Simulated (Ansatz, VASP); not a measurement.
# InGa5P6 in VASP and in Ansatz

INCAR

```
  PREC = Accurate
  ENCUT = 520
  EDIFF = 1E-7
  ISMEAR = 0
  SIGMA = 0.02
  LREAL = False
  LASPH = True
  NELM = 80
  ALGO = Normal
  ISIF = 2
  LWAVE = False
  LCHARG = False
  GGA = PE
  NBANDS = 66
```

File KPOINTS:

```
regular mesh
0
Gamma
  8 8 2
```

File POSCAR:

```
InGa5P6
1.0
    3.9406925254      0.0000000000      0.0000000000
    0.0000000000      3.9406925254      0.0000000000
    0.0000000000      0.0000000000     16.7971378696
In Ga P
1 5 6
Direct
    0.5000000000      0.5000000000      0.5000000000
    0.0000000000      0.0000000000      0.6754849555
    0.0000000000      0.0000000000      0.3245150445
    0.5000000000      0.5000000000      0.1621912644
    0.0000000000      0.0000000000      0.0000000000
    0.5000000000      0.5000000000      0.8378087356
    0.5000000000      0.0000000000      0.4048238610
    0.0000000000      0.5000000000      0.2432938610
    0.5000000000      0.0000000000      0.0810859953
    0.0000000000      0.5000000000      0.9189140047
    0.5000000000      0.0000000000      0.7567061390
    0.0000000000      0.5000000000      0.5951761390
```

Input for Ansatz:

```yaml
crystal:
  lattice:
    - [3.9406925254, 0.0, 0.0]
    - [0.0, 3.9406925254, 0.0]
    - [0.0, 0.0, 16.7971378696]
  atoms:
    - { symbol: In, position: [0.5, 0.5, 0.5] }
    - { symbol: Ga, position: [0.0, 0.0, 0.6754849555] }
    - { symbol: Ga, position: [0.0, 0.0, 0.3245150445] }
    - { symbol: Ga, position: [0.5, 0.5, 0.1621912644] }
    - { symbol: Ga, position: [0.0, 0.0, 0.0] }
    - { symbol: Ga, position: [0.5, 0.5, 0.8378087356] }
    - { symbol: P, position: [0.5, 0.0, 0.404823861] }
    - { symbol: P, position: [0.0, 0.5, 0.243293861] }
    - { symbol: P, position: [0.5, 0.0, 0.0810859953] }
    - { symbol: P, position: [0.0, 0.5, 0.9189140047] }
    - { symbol: P, position: [0.5, 0.0, 0.756706139] }
    - { symbol: P, position: [0.0, 0.5, 0.595176139] }
basis:
  ecutwfc: 420
kpoints:
  mp_grid: { grid: [8, 8, 2] }
hamiltonian:
  xc: pbe
scf:
  occupations: { method: gaussian, width: 0.02 }
output:
  forces: false
  stress: false
  eigenvalues: true
  eigenstates:
    kpoints:
      - [0.0, 0.0, 0.0]
      - [0.012543614, 0.0, 0.0]
      - [-0.012543614, 0.0, 0.0]
      - [0.0, 0.012543614, 0.0]
      - [0.0, -0.012543614, 0.0]
      - [0.0, 0.0, 0.05346695]
      - [0.0, 0.0, -0.05346695]
      - [0.008869674, 0.008869674, 0.0]
      - [-0.008869674, -0.008869674, 0.0]
      - [0.008869674, 0.0, 0.037806843]
      - [-0.008869674, 0.0, -0.037806843]
      - [0.0, 0.008869674, 0.037806843]
      - [0.0, -0.008869674, -0.037806843]
      - [0.007242059, 0.007242059, 0.030869158]
      - [-0.007242059, -0.007242059, -0.030869158]
      - [0.0, 0.0, 0.0]
      - [0.012543614, 0.0, 0.0]
      - [-0.012543614, 0.0, 0.0]
      - [0.0, 0.012543614, 0.0]
      - [0.0, -0.012543614, 0.0]
      - [0.0, 0.0, 0.05346695]
      - [0.0, 0.0, -0.05346695]
      - [0.008869674, 0.008869674, 0.0]
      - [-0.008869674, -0.008869674, 0.0]
      - [0.008869674, 0.0, 0.037806843]
      - [-0.008869674, 0.0, -0.037806843]
      - [0.0, 0.008869674, 0.037806843]
      - [0.0, -0.008869674, -0.037806843]
      - [0.007242059, 0.007242059, 0.030869158]
      - [-0.007242059, -0.007242059, -0.030869158]
    e_range: [-2.739561, 2.739561]
checkpoint:
  read: start.run
  write: ck
  compress: false
  write_wavefunctions: false
  write_every: 100000
```

Alike in both runs: task single point; functional PBE; k mesh 8 × 8 × 2; occupations gaussian, width 0.02 eV; no spin polarisation.

|  | VASP | Ansatz |
| --- | --- | --- |
| version | VASP 6.6.1 | Ansatz 0.2.0 |
| potentials or method | VASP PAW PBE potentials, release 64 (In_d, Ga_d, P), cutoff 520 eV | scalar-relativistic, plane waves, PAW |
| valence electrons in the cell | 108 | 108 |

|  | VASP | Ansatz | Ansatz less VASP |
| --- | --- | --- | --- |
| gap on the k mesh at the Fermi level (eV) | 1.24 | 1.24 | +0.003 |
| least direct gap on the mesh (eV) | 1.24 | 1.24 | +0.003 |
